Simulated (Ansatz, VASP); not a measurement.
## Two plane-wave programs on SnGe15

INCAR

```
SYSTEM = SnGe15
PREC = Accurate
ENCUT = 520
EDIFF = 1E-7
ISMEAR = 0
SIGMA = 0.1
LREAL = Auto
LASPH = .TRUE.
NELM = 100
ALGO = Normal
ISIF = 2
LWAVE = .FALSE.
LCHARG = .FALSE.
GGA = PS
NBANDS = 126
```

File KPOINTS:

```
regular mesh
0
G
  6 6 6
  0 0 0
```

POSCAR

```
SnGe15
1.0
    0.0000000000      5.7348882157      5.7348882157
    5.7348882157      0.0000000000      5.7348882157
    5.7348882157      5.7348882157      0.0000000000
Ge Sn
15 1
Direct
    0.0001726762      0.0001726762      0.0001726762
    0.0001726762      0.0001726762      0.4994819715
    0.0001726762      0.4994819715      0.0001726762
    0.0134125854      0.4955291382      0.4955291382
    0.4994819715      0.0001726762      0.0001726762
    0.4955291382      0.0134125854      0.4955291382
    0.4955291382      0.4955291382      0.0134125854
    0.4955291382      0.4955291382      0.4955291382
    0.1250000000      0.1250000000      0.1250000000
    0.1252253080      0.1252253080      0.6247746920
    0.1252253080      0.6247746920      0.1252253080
    0.1252253080      0.6247746920      0.6247746920
    0.6247746920      0.1252253080      0.1252253080
    0.6247746920      0.1252253080      0.6247746920
    0.6247746920      0.6247746920      0.1252253080
    0.6250000000      0.6250000000      0.6250000000
```

Input for Ansatz:

```yaml
crystal:
  lattice:
    - [0.0, 5.7348882157, 5.7348882157]
    - [5.7348882157, 0.0, 5.7348882157]
    - [5.7348882157, 5.7348882157, 0.0]
  atoms:
    - { symbol: Ge, position: [0.0001726762, 0.0001726762, 0.0001726762] }
    - { symbol: Ge, position: [0.0001726762, 0.0001726762, 0.4994819715] }
    - { symbol: Ge, position: [0.0001726762, 0.4994819715, 0.0001726762] }
    - { symbol: Ge, position: [0.0134125854, 0.4955291382, 0.4955291382] }
    - { symbol: Ge, position: [0.4994819715, 0.0001726762, 0.0001726762] }
    - { symbol: Ge, position: [0.4955291382, 0.0134125854, 0.4955291382] }
    - { symbol: Ge, position: [0.4955291382, 0.4955291382, 0.0134125854] }
    - { symbol: Ge, position: [0.4955291382, 0.4955291382, 0.4955291382] }
    - { symbol: Ge, position: [0.125, 0.125, 0.125] }
    - { symbol: Ge, position: [0.125225308, 0.125225308, 0.624774692] }
    - { symbol: Ge, position: [0.125225308, 0.624774692, 0.125225308] }
    - { symbol: Ge, position: [0.125225308, 0.624774692, 0.624774692] }
    - { symbol: Ge, position: [0.624774692, 0.125225308, 0.125225308] }
    - { symbol: Ge, position: [0.624774692, 0.125225308, 0.624774692] }
    - { symbol: Ge, position: [0.624774692, 0.624774692, 0.125225308] }
    - { symbol: Sn, position: [0.625, 0.625, 0.625] }
basis:
  ecutwfc: 420
kpoints:
  mp_grid: { grid: [6, 6, 6] }
  band_path: { path: [[0.0, 0.0, 0.0], [0.05, 0.0, 0.0]], npoints: 1 }
hamiltonian:
  xc: pbesol
scf:
  occupations: { method: gaussian, width: 0.1 }
  n_extra_bands: 11
output:
  forces: true
  stress: true
  eigenvalues: true
  write_density: true
  write_potential: true
  elf: true
  volumetric_format: npy
```

Alike in both runs: task single point; functional PBEsol; k mesh 6 × 6 × 6; occupations gaussian, width 0.1 eV; no spin polarisation.

|  | VASP | Ansatz |
| --- | --- | --- |
| version | VASP 6.6.1 | Ansatz 0.2.0 |
| potentials or method | VASP PAW PBE potentials, release 64 (Ge_d, Sn_d), cutoff 520 eV | scalar-relativistic, plane waves, PAW |
| valence electrons in the cell | 224 | 224 |

|  | VASP | Ansatz | Ansatz less VASP |
| --- | --- | --- | --- |
| gap on the k mesh at the Fermi level (eV) | none | none | - |
| pressure (GPa) | -0.1 | 0.0 | +0.08 |

VASP's potentials were made for PBE, not for PBEsol. A gap of «none» marks a metal or a gap that the smearing closes. With one functional, cell and mesh, what is left measures potentials, basis and numerics.
